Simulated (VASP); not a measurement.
# ZnAg (Cmmm) in VASP: single point with LDA

Aim: the single point of ZnAg with LDA.

Everything below comes from runs of VASP 6.6.1. Logs are shortened: lines on timing, memory, paths and dates and some standing lists are left out, and cuts for length are marked.

### 1 The cell of the first run

Symmetry: Cmmm, No. 65, orthorhombic system. The conventional cell has a = 3.102 Å, b = 4.599 Å, c = 4.429 Å, α = 90.00°, β = 90.00°, γ = 90.00°. Zn (site symmetry mmm) has 8 Ag at 2.70 to 3.19 Å and 6 Zn at 2.77 to 3.10 Å within 3.6 Å. Within 3.6 Å of Ag (site symmetry mmm) lie 8 Zn at 2.70 to 3.19 Å and 6 Ag at 2.77 to 3.10 Å.

### 2 Single point, LDA

INCAR

```
  PREC = Accurate
  ENCUT = 520
  EDIFF = 1E-6
  ISMEAR = -1
  SIGMA = 0.1
  LREAL = False
  LASPH = True
  NELM = 100
  ALGO = Normal
  ISIF = 2
  LWAVE = False
  LCHARG = False
  NBANDS = 18
```

KPOINTS

```
regular mesh
0
Gamma
  8 8 5
```

POSCAR

```
ZnAg
1.0
    1.5508320000     -2.2996820000      0.0000000000
    1.5508320000      2.2996820000      0.0000000000
    0.0000000000      0.0000000000      4.4291620000
Zn Ag
1 1
Direct
    0.5000000000      0.5000000000      0.5000000000
    0.0000000000      0.0000000000      0.0000000000
```

Potentials or basis: VASP PAW LDA potentials, release 64 (Zn, Ag).

Launch:

```
> cat potpaw_LDA.64/Zn/POTCAR potpaw_LDA.64/Ag/POTCAR > POTCAR
> mpirun -np 1 vasp_std > vasp.out
```

OUTCAR:

```text
PREC = Accurate
   ENCUT = 520
   EDIFF = 1E-6
   ISMEAR = -1
   LREAL = False
   LASPH = True
   NELM = 100
   ISIF = 2

 ion  position               nearest neighbor table
   1  0.500  0.500  0.500-   2 2.70   2 2.70   2 2.70   2 2.70   2 3.19   2 3.19   2 3.19   2 3.19

   2  0.000  0.000  0.000-   1 2.70   1 2.70   1 2.70   1 2.70   1 3.19   1 3.19   1 3.19   1 3.19

  LATTYP: Found a base centered orthorhombic cell.
 ALAT       =     3.1016640000
 B/A-ratio  =     1.4828698402
 C/A-ratio  =     1.4279954244

  Lattice vectors:

 A1 = (   1.5508320000,  -2.2996820000,   0.0000000000)
 A2 = (   1.5508320000,   2.2996820000,   0.0000000000)
 A3 = (   0.0000000000,   0.0000000000,   4.4291620000)

Analysis of symmetry for initial positions (statically):
=====================================================================
 Subroutine PRICEL returns:
 Original cell was already a primitive cell.

 Routine SETGRP: Setting up the symmetry group for a
 base centered orthorhombic supercell.

 Subroutine GETGRP returns: Found  8 space group operations
 (whereof  8 operations were pure point group operations)
 out of a pool of  8 trial point group operations.

The static configuration has the point symmetry D_2h.

Analysis of symmetry for dynamics (positions and initial velocities):
=====================================================================
 Subroutine PRICEL returns:
 Original cell was already a primitive cell.

 Routine SETGRP: Setting up the symmetry group for a
 base centered orthorhombic supercell.

 Subroutine GETGRP returns: Found  8 space group operations
 (whereof  8 operations were pure point group operations)
 out of a pool of  8 trial point group operations.

The dynamic configuration has the point symmetry D_2h.

 Subroutine INISYM returns: Found  8 space group operations
 (whereof  8 operations are pure point group operations),
 and found     1 'primitive' translations

----------------------------------------------------------------------------------------

                                     Primitive cell

  volume of cell :      31.5925

  direct lattice vectors                    reciprocal lattice vectors
     1.550832000 -2.299682000  0.000000000     0.322407585 -0.217421365  0.000000000
     1.550832000  2.299682000  0.000000000     0.322407585  0.217421365  0.000000000
     0.000000000  0.000000000  4.429162000     0.000000000  0.000000000  0.225776343
[... 76 lines left out ...]
   ISTART =      0    job   : 0-new  1-cont  2-samecut
   ICHARG =      2    charge: 1-file 2-atom 10-const
   ISPIN  =      1    spin polarized calculation?
   LNONCOLLINEAR =      F non collinear calculations
   LSORBIT =      F    spin-orbit coupling
   LASPH  =      T    aspherical Exc in radial PAW
   ENCUT  =  520.0 eV  38.22 Ry    6.18 a.u.   5.16  5.16  8.24*2*pi/ulx,y,z
   NELM   =    100;   NELMIN=  2; NELMDL= -5     # of ELM steps
   EDIFF  = 0.1E-05   stopping-criterion for ELM
   LREAL  =      F    real-space projection
   EDIFFG = 0.1E-04   stopping-criterion for IOM
   NSW    =      0    number of steps for IOM
   IBRION =     -1    ionic relax: 0-MD 1-quasi-New 2-CG
   NFREE  =      0    steps in history (QN), initial steepest desc. (CG)
   ISIF   =      2    stress and relaxation
   ISYM   =      2    0-nonsym 1-usesym 2-fastsym
   POTIM  = 0.5000    time-step for ionic-motion
   TEBEG  =    0.0;   TEEND  =   0.0 temperature during run
   PSTRESS=    0.0 pullay stress
   NELECT =      23.0000    total number of electrons
   NUPDOWN=      -1.0000    fix difference up-down
   EMIN   =  10.00;   EMAX   =-10.00  energy-range for DOS
   EFERMI =   0.00;   METHOD = LEGACY
   ISMEAR =    -1;   SIGMA  =   0.10  broadening in eV -4-tet -1-fermi 0-gaus
   EFERMI_NEDOS =   21; number of points for ismear=-14 and -15
   IALGO  =     38    algorithm
   IMIX   =      4    mixing-type and parameters
     AMIX     =   0.40;   BMIX     =  1.00
     AMIX_MAG =   1.60;   BMIX_MAG =  1.00
  volume/ion in A,a.u.               =      15.80       106.60
  Fermi-wavevector in a.u.,A,eV,Ry     =   1.472729  2.783054 29.510081  2.168930
  Thomas-Fermi vector in A             =   2.587708
   LORBIT       =      0    0 simple, 1 ext, 2 COOP (PROOUT), +10 PAW based schemes
   GGA     = CA    functional components
   LHFCALC =     F    Hartree Fock is set to
   AEXX    =    0.0000 exact exchange contribution
   IVDW    =     0    specifies the selected vdW correction
   LEPSILON=     F    determine dielectric tensor
   LRPA    =     F    only Hartree local field effects (RPA)
 non-spin polarized calculation
  energy-cutoff  :      520.00
  volume of cell :       31.59
 maximum number of plane-waves:       872
 NGX is ok and might be reduce to    24
   NGX = 11   NGY = 11   NGZ = 17

 number of electron      22.9999993 magnetization

 Free energy of the ion-electron system (eV)
  ---------------------------------------------------
  ext. energy  EPLUGINS =         0.00000000
  ---------------------------------------------------
  free energy    TOTEN  =        -5.67443465 eV

  energy without entropy =       -5.66102793  energy(sigma->0) =       -5.66773129

 E-fermi :   6.1928     XC(G=0): -12.3826

 val. band max:        6.1056216546   @ k =   0.3750   0.3750   0.0000
 cond. band min:       6.3066050567   @ k =  -0.3750   0.1250   0.2000
 fundamental gap:      0.2009834021
 Fermi energy:         6.1927521555

 k-point     1 :       0.0000    0.0000    0.0000
  band No.  band energies     occupation
      1      -3.4272      2.00000
      2      -1.9503      2.00000
      3      -1.7093      2.00000
      4      -1.3816      2.00000
      5      -1.3389      2.00000
      6      -1.1111      2.00000
[... 481 lines left out ...]
      5      -1.2392      2.00000
      6      -1.1810      2.00000
[... 10 lines left out ...]
     17      21.1368      0.00000
     18      22.3004      0.00000

 [... further k-points ...]
[... 5 lines left out ...]
  --------------------------------------------------------------------------------------
  -------------------------------------------------------------------------------------
  Total       -0.8295533     -1.7323536     -1.3553506      0.0000000      0.0000000      0.0000000
  in kB      -42.0698319    -87.8543020    -68.7350323      0.0000000      0.0000000      0.0000000
  external PRESSURE =     -66.2197221 kB  Pullay stress =       0.0000000 kB

 VOLUME and BASIS-vectors are now :
 -----------------------------------------------------------------------------
  energy-cutoff  :      520.00
  volume of cell :       31.59
      direct lattice vectors                 reciprocal lattice vectors
     1.550832000 -2.299682000  0.000000000     0.322407585 -0.217421365  0.000000000
     1.550832000  2.299682000  0.000000000     0.322407585  0.217421365  0.000000000
     0.000000000  0.000000000  4.429162000     0.000000000  0.000000000  0.225776343

 POSITION                                       TOTAL-FORCE (eV/Angst)
 -----------------------------------------------------------------------------------
      1.55083      0.00000      2.21458        -0.000000      0.000000      0.000000
      0.00000      0.00000      0.00000         0.000000      0.000000      0.000000
 -----------------------------------------------------------------------------------
    total drift:                                0.000000      0.000000     -0.000000

  FREE ENERGIE OF THE ION-ELECTRON SYSTEM (eV)
  ---------------------------------------------------
  free  energy   TOTEN  =        -5.6744346539 eV

  energy  without entropy=       -5.6610279320  energy(sigma->0) =       -5.66773129
```

It took 76 s on 1 thread of AMD EPYC 7R13, shared host; peak memory 0.14 GiB.

Results:

* Free energy: -5.6744 eV
* Pressure: -6.6 GPa

Stress tensor (GPa, compression positive):
```
-4.21  0.00  0.00
 0.00 -8.79  0.00
 0.00  0.00 -6.87
```
